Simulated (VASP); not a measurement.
# PbO2 (P4_2/mnm) in VASP: a series of runs

The runs below take PbO2 through relaxation of shape and atoms at fixed volume, with LDA.

All numbers are computed with VASP 6.6.1; they aren't measurements. Logs are shortened: lines on timing, memory, paths and dates and some standing lists are left out, and cuts for length are marked.

## (1) The cell of the first run

It takes space group P4_2/mnm (No. 136, tetragonal). The conventional cell has a = 4.931 Å, b = 4.931 Å, c = 3.424 Å, α = 90.00°, β = 90.00°, γ = 90.00°. Within 2.8 Å of Pb (site symmetry mmm) lie 6 O at 2.14 to 2.18 Å. O (site symmetry m2m) has 3 Pb at 2.14 to 2.18 Å and 1 O at 2.69 Å within 2.8 Å.

## (2) Relaxation of shape and atoms at fixed volume, LDA

Contents of INCAR:

```
SYSTEM = PbO2
PREC = Accurate ; ENCUT = 600
EDIFF = 1E-7 ; ISMEAR = 0
SIGMA = 0.05 ; LREAL = .FALSE.
LASPH = .TRUE. ; NELM = 80
ALGO = Normal ; ISIF = 4
LWAVE = .FALSE. ; LCHARG = .FALSE.
IBRION = 2 ; NSW = 60
EDIFFG = -0.02
```

Contents of KPOINTS:

```
regular mesh
0
G
  6 6 8
  0 0 0
```

Contents of POSCAR:

```
PbO2
1.0
    4.9311693077      0.0000000000      0.0000000000
    0.0000000000      4.9311693077      0.0000000000
    0.0000000000      0.0000000000      3.4244992979
Pb O
2 4
Direct
    0.0000000000      0.0000000000      0.0000000000
    0.5000000000      0.5000000000      0.5000000000
    0.3070318417      0.3070318417      0.0000000000
    0.8070318417      0.1929681583      0.5000000000
    0.1929681583      0.8070318417      0.5000000000
    0.6929681583      0.6929681583      0.0000000000
```

Potentials or basis: VASP PAW LDA potentials, release 64 (Pb_d, O).

Launch:

```console
> cat potpaw_LDA.64/Pb_d/POTCAR potpaw_LDA.64/O/POTCAR > POTCAR
> mpirun -np 1 vasp_std > vasp.out
```

OUTCAR:

```text
SYSTEM = PbO2
   PREC = Accurate
   ENCUT = 600
   EDIFF = 1E-7
   ISMEAR = 0
   LREAL = .FALSE.
   LASPH = .TRUE.
   NELM = 80
   ISIF = 4
   IBRION = 2
   NSW = 60
   EDIFFG = -0.02

 ion  position               nearest neighbor table
   1  0.000  0.000  0.000-   3 2.14   6 2.14   5 2.18   4 2.18   4 2.18   5 2.18   2 3.88   2 3.88
                             2 3.88   2 3.88   2 3.88   2 3.88   2 3.88   2 3.88
   2  0.500  0.500  0.500-   4 2.14   5 2.14   3 2.18   6 2.18   3 2.18   6 2.18   1 3.88   1 3.88
                             1 3.88   1 3.88   1 3.88   1 3.88   1 3.88   1 3.88
   3  0.307  0.307  0.000-   1 2.14   2 2.18   2 2.18
   4  0.807  0.193  0.500-   2 2.14   1 2.18   1 2.18
   5  0.193  0.807  0.500-   2 2.14   1 2.18   1 2.18
   6  0.693  0.693  0.000-   1 2.14   2 2.18   2 2.18

  LATTYP: Found a simple tetragonal cell.
 ALAT       =     4.9311693077
 C/A-ratio  =     0.6944598906

  Lattice vectors:

 A1 = (   4.9311693077,   0.0000000000,   0.0000000000)
 A2 = (   0.0000000000,   4.9311693077,   0.0000000000)
 A3 = (   0.0000000000,   0.0000000000,   3.4244992979)

Analysis of symmetry for initial positions (statically):
=====================================================================
 Subroutine PRICEL returns:
 Original cell was already a primitive cell.

 Routine SETGRP: Setting up the symmetry group for a
 simple tetragonal supercell.

 Subroutine GETGRP returns: Found 16 space group operations
 (whereof  8 operations were pure point group operations)
 out of a pool of 16 trial point group operations.

The static configuration has the point symmetry D_2h.
 The point group associated with its full space group is D_4h.

Analysis of symmetry for dynamics (positions and initial velocities):
=====================================================================
 Subroutine PRICEL returns:
 Original cell was already a primitive cell.

 Routine SETGRP: Setting up the symmetry group for a
 simple tetragonal supercell.

 Subroutine GETGRP returns: Found 16 space group operations
 (whereof  8 operations were pure point group operations)
 out of a pool of 16 trial point group operations.

The dynamic configuration has the point symmetry D_2h.
 The point group associated with its full space group is D_4h.

 Subroutine INISYM returns: Found 16 space group operations
 (whereof  8 operations are pure point group operations),
 and found     1 'primitive' translations

----------------------------------------------------------------------------------------

                                     Primitive cell

  volume of cell :      83.2716

  direct lattice vectors                    reciprocal lattice vectors
     4.931169308  0.000000000  0.000000000     0.202791658  0.000000000  0.000000000
     0.000000000  4.931169308  0.000000000     0.000000000  0.202791658  0.000000000
     0.000000000  0.000000000  3.424499298     0.000000000  0.000000000  0.292013492

  length of vectors
     4.931169308  4.931169308  3.424499298     0.202791658  0.202791658  0.292013492

  position of ions in fractional coordinates (direct lattice)
     0.000000000  0.000000000  0.000000000
     0.500000000  0.500000000  0.500000000
     0.307031842  0.307031842  0.000000000
     0.807031842  0.192968158  0.500000000
     0.192968158  0.807031842  0.500000000
     0.692968158  0.692968158  0.000000000

  ion indices of the primitive-cell ions
   primitive index   ion index
                 1           1
                 2           2
                 3           3
                 4           4
                 5           5
                 6           6

----------------------------------------------------------------------------------------

 KPOINTS: regular mesh

Automatic generation of k-mesh.
 Grid dimensions read from file:
 generate k-points for:    6    6    8

 Generating k-lattice:

  Cartesian coordinates                     Fractional coordinates (reciprocal lattice)
     0.033798610  0.000000000  0.000000000     0.166666667  0.000000000  0.000000000
     0.000000000  0.033798610  0.000000000     0.000000000  0.166666667  0.000000000
     0.000000000  0.000000000  0.036501687     0.000000000  0.000000000  0.125000000

  Length of vectors
     0.033798610  0.033798610  0.036501687

  Shift w.r.t. Gamma in fractional coordinates (k-lattice)
     0.000000000  0.000000000  0.000000000

 Subroutine IBZKPT returns following result:
 ===========================================

 Found     50 irreducible k-points:

 Following reciprocal coordinates:
            Coordinates               Weight
  0.000000  0.000000  0.000000      1.000000
  0.166667  0.000000  0.000000      4.000000
  0.333333  0.000000  0.000000      4.000000
  0.500000  0.000000  0.000000      2.000000
  0.166667  0.166667  0.000000      4.000000
  0.333333  0.166667  0.000000      8.000000
[... 16 lines left out ...]
  0.333333  0.000000  0.250000      8.000000
  0.500000  0.000000  0.250000      4.000000
 [... further k-points ...]
   k-points           NKPTS =     50   k-points in BZ     NKDIM =     50   number of bands    NBANDS=     31
   number of dos      NEDOS =    301   number of ions     NIONS =      6
   total plane-waves  NPLWV =  44800
   dimension x,y,z NGX =    40 NGY =   40 NGZ =   28
   dimension x,y,z NGXF=    80 NGYF=   80 NGZF=   56
   ions per type =               2   4
   NGX,Y,Z   is equivalent  to a cutoff of  13.49, 13.49, 13.59 a.u.
   NGXF,Y,Z  is equivalent  to a cutoff of  26.97, 26.97, 27.19 a.u.
 SYSTEM =  PbO2
   PREC   = accura    normal or accurate (medium, high low for compatibility)
   ISTART =      0    job   : 0-new  1-cont  2-samecut
   ICHARG =      2    charge: 1-file 2-atom 10-const
   ISPIN  =      1    spin polarized calculation?
   LNONCOLLINEAR =      F non collinear calculations
   LSORBIT =      F    spin-orbit coupling
   LASPH  =      T    aspherical Exc in radial PAW
   ENCUT  =  600.0 eV  44.10 Ry    6.64 a.u.   9.85  9.85  6.84*2*pi/ulx,y,z
   NELM   =     80;   NELMIN=  2; NELMDL= -5     # of ELM steps
   EDIFF  = 0.1E-06   stopping-criterion for ELM
   LREAL  =      F    real-space projection
   EDIFFG = -.2E-01   stopping-criterion for IOM
   NSW    =     60    number of steps for IOM
   IBRION =      2    ionic relax: 0-MD 1-quasi-New 2-CG
   NFREE  =      1    steps in history (QN), initial steepest desc. (CG)
   ISIF   =      4    stress and relaxation
   ISYM   =      2    0-nonsym 1-usesym 2-fastsym
   POTIM  = 0.5000    time-step for ionic-motion
   TEBEG  =    0.0;   TEEND  =   0.0 temperature during run
   PSTRESS=    0.0 pullay stress
   NELECT =      52.0000    total number of electrons
   NUPDOWN=      -1.0000    fix difference up-down
   EMIN   =  10.00;   EMAX   =-10.00  energy-range for DOS
   EFERMI =   0.00;   METHOD = LEGACY
   ISMEAR =     0;   SIGMA  =   0.05  broadening in eV -4-tet -1-fermi 0-gaus
   EFERMI_NEDOS =   21; number of points for ismear=-14 and -15
   IALGO  =     38    algorithm
   IMIX   =      4    mixing-type and parameters
     AMIX     =   0.40;   BMIX     =  1.00
     AMIX_MAG =   1.60;   BMIX_MAG =  1.00
  volume/ion in A,a.u.               =      13.88        93.66
  Fermi-wavevector in a.u.,A,eV,Ry     =   1.399298  2.644290 26.640694  1.958036
  Thomas-Fermi vector in A             =   2.522371
   LORBIT       =      0    0 simple, 1 ext, 2 COOP (PROOUT), +10 PAW based schemes
   GGA     = CA    functional components
   LHFCALC =     F    Hartree Fock is set to
   AEXX    =    0.0000 exact exchange contribution
   IVDW    =     0    specifies the selected vdW correction
   LEPSILON=     F    determine dielectric tensor
   LRPA    =     F    only Hartree local field effects (RPA)
 conjugate gradient relaxation of ions
 non-spin polarized calculation
 Gauss-broadening in eV      SIGMA  =   0.05
  energy-cutoff  :      600.00
  volume of cell :       83.27
 maximum number of plane-waves:      2804
 NGX is ok and might be reduce to    40
   NGX = 19   NGY = 19   NGZ = 13

--------------------------------------- Ionic step        1  -------------------------------------------

 number of electron      52.0000003 magnetization

 Free energy of the ion-electron system (eV)
  ---------------------------------------------------
  ext. energy  EPLUGINS =         0.00000000
  ---------------------------------------------------
  free energy    TOTEN  =       -36.65603985 eV

  energy without entropy =      -36.65582728  energy(sigma->0) =      -36.65593357

------------------------ aborting loop because EDIFF is reached ----------------------------------------

  FORCE on cell =-STRESS in cart. coord.  units (eV):
  Direction    XX          YY          ZZ          XY          YZ          ZX
  --------------------------------------------------------------------------------------
  -------------------------------------------------------------------------------------
  Total       -0.4294649     -0.4294649     -1.2158019     -0.0000000      0.0000000      0.0000000
  in kB       -8.2630687     -8.2630687    -23.3924912     -0.0000000      0.0000000      0.0000000
  external PRESSURE =     -13.3062095 kB  Pullay stress =       0.0000000 kB
[... 105 lines left out ...]
  energy  without entropy=      -36.6594246282  energy(sigma->0) =      -36.65950217

--------------------------------------- Ionic step        4  -------------------------------------------

 number of electron      52.0000008 magnetization

 Free energy of the ion-electron system (eV)
  ---------------------------------------------------
  ext. energy  EPLUGINS =         0.00000000
  ---------------------------------------------------
  free energy    TOTEN  =       -36.65985803 eV

  energy without entropy =      -36.65970125  energy(sigma->0) =      -36.65977964

 E-fermi :   4.1826     XC(G=0): -11.2664

 val. band max:        4.1242738280   @ k =   0.0000   0.0000   0.1250
 cond. band min:       4.2322836821   @ k =   0.0000   0.0000   0.0000
 fundamental gap:      0.1080098542
 Fermi energy:         4.1826329963

 k-point     1 :       0.0000    0.0000    0.0000
  band No.  band energies     occupation
      1     -14.0472      2.00000
      2     -13.9365      2.00000
      3     -12.1059      2.00000
      4     -12.1059      2.00000
      5     -11.3939      2.00000
      6     -11.1691      2.00000
[... 805 lines left out ...]
     30      11.8227      0.00000
     31      12.8629      0.00000

 [... further k-points ...]

------------------------ aborting loop because EDIFF is reached ----------------------------------------

  FORCE on cell =-STRESS in cart. coord.  units (eV):
  Direction    XX          YY          ZZ          XY          YZ          ZX
  --------------------------------------------------------------------------------------
  -------------------------------------------------------------------------------------
  Total       -0.4514214     -0.4514214     -0.4865418      0.0000000      0.0000000      0.0000000
  in kB       -8.6855208     -8.6855208     -9.3612492      0.0000000      0.0000000      0.0000000
  external PRESSURE =      -8.9107636 kB  Pullay stress =       0.0000000 kB
[... 21 lines left out ...]
  FREE ENERGIE OF THE ION-ELECTRON SYSTEM (eV)
  ---------------------------------------------------
  free  energy   TOTEN  =       -36.6598580339 eV

  energy  without entropy=      -36.6597012455  energy(sigma->0) =      -36.65977964

 reached required accuracy - stopping structural energy minimisation
```

Run time: 7.2 min. Hardware: 1 thread of Oxide Virtual Turin-like, shared host; peak memory 0.23 GiB.

Results:

```
Free energy                  : -36.6599 eV
Energy gained by relaxing    : 0.6 meV/atom
Ionic steps                  : 4
Pressure after relaxing      : -0.9 GPa
Largest force after relaxing : 0.014 eV/Å
Band gap on the k mesh       : 0.11 eV (least direct gap 0.16 eV)
```

Forces on the atoms (eV/Å):
```
Pb   0.000  0.000  0.000
Pb   0.000  0.000  0.000
O   -0.010 -0.010  0.000
O   -0.010  0.010  0.000
O    0.010 -0.010  0.000
O    0.010  0.010  0.000
```

The path:
```csv
step,energy change (eV),largest force (eV/Å),pressure (GPa),volume (Å³)
1,0.0000,0.0704,-1.33,83.27
2,-0.0030,0.0046,-1.09,83.27
3,-0.0035,0.0390,-0.92,83.27
4,-0.0038,0.0144,-0.89,83.27
```

Final structure:
```
CELL_PARAMETERS angstrom
4.95137 0.00000 0.00000
0.00000 4.95137 0.00000
0.00000 0.00000 3.39662
ATOMIC_POSITIONS crystal
Pb 0.00000 0.00000 0.00000
Pb 0.50000 0.50000 0.50000
O 0.30759 0.30759 0.00000
O 0.80759 0.19241 0.50000
O 0.19241 0.80759 0.50000
O 0.69241 0.69241 0.00000
```

Caveat: spin-orbit coupling is left out, which moves the levels of the heavy elements.

[end of part 1 of 2]
